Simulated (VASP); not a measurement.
# Be3GeF2 (R-3m) in VASP: further runs, part 3 of 3

VASP 6.6.1. The steps go on from the part before.

**4. Single point, PBE**

This run uses another cell than the first one, of 11.46 Å³/atom.

The input, INCAR:

```
PREC = Accurate ; ENCUT = 520
EDIFF = 1E-7 ; ISMEAR = 0
SIGMA = 0.01 ; LREAL = F
LASPH = T ; NELM = 80
ALGO = Normal ; ISIF = 2
LWAVE = F ; LCHARG = F
GGA = PE ; NBANDS = 26
```

The input, KPOINTS:

```
Automatic mesh
0
Gamma
  12 12 12
```

The input, POSCAR:

```
Be3GeF2
1.0
    2.2921698432      1.3233848760      3.7770256769
   -2.2921698432      1.3233848760      3.7770256769
    0.0000000000     -2.6467697520      3.7770256769
Be Ge F
3 1 2
Direct
    0.0000000000      0.5000000000      0.0000000000
    0.5000000000      0.0000000000      0.0000000000
    0.0000000000      0.0000000000      0.5000000000
    0.5000000000      0.5000000000      0.5000000000
    0.7095334685      0.7095334685      0.7095334685
    0.2904665315      0.2904665315      0.2904665315
```

Potentials or basis: VASP PAW PBE potentials, release 64 (Be, Ge_d, F).

The run is started by

```sh
$ cat potpaw_PBE.64/Be/POTCAR potpaw_PBE.64/Ge_d/POTCAR potpaw_PBE.64/F/POTCAR > POTCAR
$ mpirun -np 1 vasp_std > vasp.out
```

OUTCAR:

```text
PREC = Accurate
   ENCUT = 520
   EDIFF = 1E-7
   ISMEAR = 0
   LREAL = F
   LASPH = T
   NELM = 80
   ISIF = 2
   GGA = PE

 ion  position               nearest neighbor table
   1  0.000  0.500  0.000-   5 1.93   6 1.93   2 2.29   2 2.29   3 2.29   3 2.29   4 2.29   4 2.29

   2  0.500  0.000  0.000-   5 1.93   6 1.93   1 2.29   1 2.29   3 2.29   4 2.29   4 2.29   3 2.29

   3  0.000  0.000  0.500-   5 1.93   6 1.93   4 2.29   4 2.29   1 2.29   1 2.29   2 2.29   2 2.29

   4  0.500  0.500  0.500-   3 2.29   3 2.29   2 2.29   1 2.29   1 2.29   2 2.29   5 2.37   6 2.37

   5  0.710  0.710  0.710-   1 1.93   2 1.93   3 1.93   4 2.37
   6  0.290  0.290  0.290-   1 1.93   2 1.93   3 1.93   4 2.37

  LATTYP: Found a trigonal (rhomboedric) cell.
 ALAT       =     4.6120833778
 COS(alpha) =     0.5059973431

  Lattice vectors:

 A1 = (   2.2921698432,   1.3233848760,   3.7770256769)
 A2 = (  -2.2921698432,   1.3233848760,   3.7770256769)
 A3 = (   0.0000000000,  -2.6467697520,   3.7770256769)

Analysis of symmetry for initial positions (statically):
=====================================================================
 Subroutine PRICEL returns:
 Original cell was already a primitive cell.

 Routine SETGRP: Setting up the symmetry group for a
 trigonal (rhombohedral) supercell.

 Subroutine GETGRP returns: Found 12 space group operations
 (whereof 12 operations were pure point group operations)
 out of a pool of 12 trial point group operations.

The static configuration has the point symmetry D_3d.

Analysis of symmetry for dynamics (positions and initial velocities):
=====================================================================
 Subroutine PRICEL returns:
 Original cell was already a primitive cell.

 Routine SETGRP: Setting up the symmetry group for a
 trigonal (rhombohedral) supercell.

 Subroutine GETGRP returns: Found 12 space group operations
 (whereof 12 operations were pure point group operations)
 out of a pool of 12 trial point group operations.

The dynamic configuration has the point symmetry D_3d.

 Subroutine INISYM returns: Found 12 space group operations
 (whereof 12 operations are pure point group operations),
 and found     1 'primitive' translations

----------------------------------------------------------------------------------------

                                     Primitive cell

  volume of cell :      68.7439

  direct lattice vectors                    reciprocal lattice vectors
     2.292169843  1.323384876  3.777025677     0.218133923  0.125939679  0.088252864
    -2.292169843  1.323384876  3.777025677    -0.218133923  0.125939679  0.088252864
     0.000000000 -2.646769752  3.777025677     0.000000000 -0.251879358  0.088252864

  length of vectors
     4.612083378  4.612083378  4.612083378     0.266892823  0.266892823  0.266892823

  position of ions in fractional coordinates (direct lattice)
     0.000000000  0.500000000  0.000000000
     0.500000000  0.000000000  0.000000000
     0.000000000  0.000000000  0.500000000
     0.500000000  0.500000000  0.500000000
     0.709533468  0.709533468  0.709533468
     0.290466532  0.290466532  0.290466532
[... 37 lines left out ...]
            Coordinates               Weight
  0.000000  0.000000  0.000000      1.000000
  0.083333 -0.000000  0.000000      6.000000
  0.166667  0.000000  0.000000      6.000000
  0.250000  0.000000 -0.000000      6.000000
  0.333333  0.000000  0.000000      6.000000
  0.416667 -0.000000 -0.000000      6.000000
[... 16 lines left out ...]
  0.500000  0.166667  0.000000     12.000000
 -0.416667  0.166667  0.000000     12.000000
 [... further k-points ...]
   k-points           NKPTS =    189   k-points in BZ     NKDIM =    189   number of bands    NBANDS=     26
   number of dos      NEDOS =    301   number of ions     NIONS =      6
   total plane-waves  NPLWV =  46656
   dimension x,y,z NGX =    36 NGY =   36 NGZ =   36
   dimension x,y,z NGXF=    72 NGYF=   72 NGZF=   72
   ions per type =               3   1   2
   NGX,Y,Z   is equivalent  to a cutoff of  12.98, 12.98, 12.98 a.u.
   NGXF,Y,Z  is equivalent  to a cutoff of  25.95, 25.95, 25.95 a.u.
 SYSTEM =  unknown system
   PREC   = accura    normal or accurate (medium, high low for compatibility)
   ISTART =      0    job   : 0-new  1-cont  2-samecut
   ICHARG =      2    charge: 1-file 2-atom 10-const
   ISPIN  =      1    spin polarized calculation?
   LNONCOLLINEAR =      F non collinear calculations
   LSORBIT =      F    spin-orbit coupling
   LASPH  =      T    aspherical Exc in radial PAW
   ENCUT  =  520.0 eV  38.22 Ry    6.18 a.u.   8.58  8.58  8.58*2*pi/ulx,y,z
   NELM   =     80;   NELMIN=  2; NELMDL= -5     # of ELM steps
   EDIFF  = 0.1E-06   stopping-criterion for ELM
   LREAL  =      F    real-space projection
   EDIFFG = 0.1E-05   stopping-criterion for IOM
   NSW    =      0    number of steps for IOM
   IBRION =     -1    ionic relax: 0-MD 1-quasi-New 2-CG
   NFREE  =      0    steps in history (QN), initial steepest desc. (CG)
   ISIF   =      2    stress and relaxation
   ISYM   =      2    0-nonsym 1-usesym 2-fastsym
   POTIM  = 0.5000    time-step for ionic-motion
   TEBEG  =    0.0;   TEEND  =   0.0 temperature during run
   PSTRESS=    0.0 pullay stress
   NELECT =      34.0000    total number of electrons
   NUPDOWN=      -1.0000    fix difference up-down
   EMIN   =  10.00;   EMAX   =-10.00  energy-range for DOS
   EFERMI =   0.00;   METHOD = LEGACY
   ISMEAR =     0;   SIGMA  =   0.01  broadening in eV -4-tet -1-fermi 0-gaus
   EFERMI_NEDOS =   21; number of points for ismear=-14 and -15
   IALGO  =     38    algorithm
   IMIX   =      4    mixing-type and parameters
     AMIX     =   0.40;   BMIX     =  1.00
     AMIX_MAG =   1.60;   BMIX_MAG =  1.00
  volume/ion in A,a.u.               =      11.46        77.32
  Fermi-wavevector in a.u.,A,eV,Ry     =   1.294662  2.446557 22.805403  1.676150
  Thomas-Fermi vector in A             =   2.426231
   LORBIT       =      0    0 simple, 1 ext, 2 COOP (PROOUT), +10 PAW based schemes
   GGA     = PE    functional components
   LHFCALC =     F    Hartree Fock is set to
   AEXX    =    0.0000 exact exchange contribution
   IVDW    =     0    specifies the selected vdW correction
   LEPSILON=     F    determine dielectric tensor
   LRPA    =     F    only Hartree local field effects (RPA)
 non-spin polarized calculation
 Gauss-broadening in eV      SIGMA  =   0.01
  energy-cutoff  :      520.00
  volume of cell :       68.74
 maximum number of plane-waves:      1874
 NGX is ok and might be reduce to    36
   NGX = 17   NGY = 17   NGZ = 17

 number of electron      33.9999987 magnetization

 Free energy of the ion-electron system (eV)
  ---------------------------------------------------
  ext. energy  EPLUGINS =         0.00000000
  ---------------------------------------------------
  free energy    TOTEN  =       -24.02106416 eV

  energy without entropy =      -24.02102837  energy(sigma->0) =      -24.02104627

 E-fermi :   4.7880     XC(G=0): -10.0036

 val. band max:        4.7847016822   @ k =  -0.4167  -0.4167   0.3333
 cond. band min:       4.7911737206   @ k =  -0.3333   0.3333   0.0000
 fundamental gap:      0.0064720383
 Fermi energy:         4.7879685027

 k-point     1 :       0.0000    0.0000    0.0000
  band No.  band energies     occupation
      1     -20.7595      2.00000
      2     -20.4088      2.00000
      3     -20.4047      2.00000
      4     -20.4047      2.00000
      5     -20.3416      2.00000
      6     -20.2092      2.00000
[... 685 lines left out ...]
     25      13.6026      0.00000
     26      13.9404      0.00000

 [... further k-points ...]

------------------------ aborting loop because EDIFF is reached ----------------------------------------

  FORCE on cell =-STRESS in cart. coord.  units (eV):
  Direction    XX          YY          ZZ          XY          YZ          ZX
  --------------------------------------------------------------------------------------
  -------------------------------------------------------------------------------------
  Total       -0.0254181     -0.0254181     -0.0614192      0.0000000     -0.0000000     -0.0000000
  in kB       -0.5924058     -0.5924058     -1.4314638      0.0000000     -0.0000000     -0.0000000
  external PRESSURE =      -0.8720918 kB  Pullay stress =       0.0000000 kB

 VOLUME and BASIS-vectors are now :
 -----------------------------------------------------------------------------
  energy-cutoff  :      520.00
  volume of cell :       68.74
      direct lattice vectors                 reciprocal lattice vectors
     2.292169843  1.323384876  3.777025677     0.218133923  0.125939679  0.088252864
    -2.292169843  1.323384876  3.777025677    -0.218133923  0.125939679  0.088252864
     0.000000000 -2.646769752  3.777025677     0.000000000 -0.251879358  0.088252864

 POSITION                                       TOTAL-FORCE (eV/Angst)
 -----------------------------------------------------------------------------------
     -1.14608      0.66169      1.88851        -0.000000     -0.000000     -0.000000
      1.14608      0.66169      1.88851        -0.000000     -0.000000     -0.000000
      0.00000     -1.32338      1.88851        -0.000000     -0.000000     -0.000000
      0.00000      0.00000      5.66554         0.000000      0.000000     -0.000000
      0.00000      0.00000      8.03978        -0.000000     -0.000000     -0.031835
      0.00000      0.00000      3.29130        -0.000000      0.000000      0.031835
 -----------------------------------------------------------------------------------
    total drift:                               -0.000000      0.000000      0.000000

  FREE ENERGIE OF THE ION-ELECTRON SYSTEM (eV)
  ---------------------------------------------------
  free  energy   TOTEN  =       -24.0210641567 eV

  energy  without entropy=      -24.0210283743  energy(sigma->0) =      -24.02104627
```

OSZICAR:

```text
N       E                     dE             d eps       ncg     rms          rms(c)
DAV:   1     0.294007106839E+03    0.29401E+03   -0.16490E+04 12176   0.246E+03
DAV:   2     0.189141297991E+02   -0.27509E+03   -0.25546E+03 10592   0.660E+02
DAV:   3    -0.233428327856E+02   -0.42257E+02   -0.41688E+02 12076   0.149E+02
DAV:   4    -0.249178203896E+02   -0.15750E+01   -0.15725E+01 11760   0.326E+01
DAV:   5    -0.249438883151E+02   -0.26068E-01   -0.26059E-01 12352   0.463E+00    0.608E+00
DAV:   6    -0.241372913317E+02    0.80660E+00   -0.22626E+00 14394   0.136E+01    0.272E+00
DAV:   7    -0.240420763193E+02    0.95215E-01   -0.19128E-01 11570   0.446E+00    0.143E+00
DAV:   8    -0.240203957130E+02    0.21681E-01   -0.10000E-01 12118   0.302E+00    0.328E-01
DAV:   9    -0.240207610594E+02   -0.36535E-03   -0.12725E-02 11836   0.136E+00    0.134E-01
DAV:  10    -0.240209844117E+02   -0.22335E-03   -0.12622E-03 12178   0.498E-01    0.659E-02
DAV:  11    -0.240210868433E+02   -0.10243E-03   -0.56105E-04 12974   0.233E-01    0.410E-02
DAV:  12    -0.240210627997E+02    0.24044E-04   -0.82098E-05 13984   0.168E-01    0.860E-03
DAV:  13    -0.240210640670E+02   -0.12674E-05   -0.14631E-05 11760   0.496E-02    0.173E-03
DAV:  14    -0.240210641567E+02   -0.89653E-07   -0.77160E-07 12246   0.782E-03
   1 F= -.24021064E+02 E0= -.24021046E+02  d E =-.357824E-04
```

Wall time 6.8 min (1 thread of Intel Xeon 8259CL, shared host); peak memory 0.43 GiB.

What came out:

```
Free energy            : -24.0211 eV
Pressure               : -0.1 GPa
Largest force          : 0.032 eV/Å
Band gap on the k mesh : zero (bands 17 and 18 overlap by 0.01 eV)
```

Forces on the atoms (eV/Å):
```
Be   0.000  0.000  0.000
Be   0.000  0.000  0.000
Be   0.000  0.000  0.000
Ge   0.000  0.000  0.000
F    0.000  0.000 -0.032
F    0.000  0.000  0.032
```

Levels at points of the mesh, in eV from the Fermi level:
```csv
k point,band 14,band 15,band 16,band 17,band 18,band 19,band 20,band 21
"(0.00, 0.00, 0.00)",-6.58,-3.67,-3.67,-1.66,0.95,3.58,3.79,3.79
"(0.50, 0.00, 0.00)",-5.90,-3.53,-3.10,-0.73,1.66,3.52,3.81,4.00
"(0.50, 0.50, 0.00)",-6.20,-4.05,-2.36,-1.63,1.15,3.69,4.18,4.19
"(0.50, 0.50, 0.50)",-5.21,-2.90,-2.90,-2.13,0.61,1.01,3.46,3.46
```

**5. Single point, PBE**

This run uses another cell than the first one, of 11.46 Å³/atom.

The input, INCAR:

```
SYSTEM = Be3GeF2
ALGO = Normal
EDIFF = 1E-6
ENCUT = 520
GGA = PE
ISIF = 2
ISMEAR = 0
LASPH = .True.
LCHARG = .False.
LREAL = .False.
LWAVE = .False.
NBANDS = 26
NELM = 80
PREC = Accurate
SIGMA = 0.1
```

The input, KPOINTS:

```
k-points
0
Gamma
  12 12 12
  0 0 0
```

POSCAR is that of step 4.

The run is started by

```sh
$ cat potpaw_PBE.64/Be/POTCAR potpaw_PBE.64/Ge_d/POTCAR potpaw_PBE.64/F/POTCAR > POTCAR
$ mpirun -np 1 vasp_std > vasp.out
```

Wall time 6.8 min (1 thread of Intel Xeon 8259CL, shared host); peak memory 0.43 GiB.

The run converged. Its results:

```yaml
Free_energy: -24.0221 eV
Pressure: 0.0 GPa
Largest_force: 0.030 eV/Å
Band_gap_on_the_k_mesh: zero (filled and empty bands overlap)
```

Forces in eV/Å, atoms in the order of the input:
```
Be   0.000  0.000  0.000
Be   0.000  0.000  0.000
Be   0.000  0.000  0.000
Ge   0.000  0.000  0.000
F    0.000  0.000 -0.030
F    0.000  0.000  0.030
```

Levels at points of the mesh, in eV from the Fermi level:
| k point | band 13 | band 14 | band 15 | band 16 | band 17 | band 18 | band 19 | band 20 | band 21 | band 22 |
| --- | --- | --- | --- | --- | --- | --- | --- | --- | --- | --- |
| (0.00, 0.00, 0.00) | -6.60 | -6.60 | -3.69 | -3.69 | -1.68 | 0.93 | 3.56 | 3.77 | 3.77 | 6.73 |
| (0.50, 0.00, 0.00) | -6.61 | -5.92 | -3.55 | -3.12 | -0.75 | 1.65 | 3.50 | 3.79 | 3.98 | 6.11 |
| (0.50, 0.50, 0.00) | -6.34 | -6.21 | -4.07 | -2.38 | -1.65 | 1.13 | 3.67 | 4.16 | 4.17 | 6.29 |
| (0.50, 0.50, 0.50) | -6.52 | -5.23 | -2.92 | -2.92 | -2.15 | 0.59 | 0.99 | 3.44 | 3.44 | 7.62 |

**6. Overview**

| task | cell | k mesh | cutoff (eV) | smearing | gap on the mesh (eV) | pressure (GPa) | relaxed volume (Å³/atom) | largest force (eV/Å) |
| --- | --- | --- | --- | --- | --- | --- | --- | --- |
| relaxation of cell and atoms | relaxed from a = 4.413 Å, 6 atoms, atomic positions A | 4 × 4 × 4 | 600 | gaussian 0.1 eV | none | 0.3 | 12.79 | 0.02 |
| relaxation of cell and atoms | relaxed from a = 4.612 Å, angles 59.6°, 6 atoms, atomic positions B | 6 × 6 × 6 | 600 | gaussian 0.1 eV | 0.07 | 0.0 | 11.47 | 0.03 |
| single point | a = 4.612 Å, angles 59.6°, 6 atoms, atomic positions B | 12 × 12 × 12 | 520 | gaussian 0.01 eV | none | -0.1 | - | 0.03 |
| single point | a = 4.612 Å, angles 59.6°, 6 atoms, atomic positions B | 12 × 12 × 12 | 520 | gaussian 0.1 eV | none | 0.0 | - | 0.03 |

Alike in all rows: level PBE; potentials or basis VASP PAW PBE potentials, release 64 (Be, Ge_d, F); no spin polarisation.

Total energies depend on the potentials used, so only differences within one code and one set of settings carry meaning.
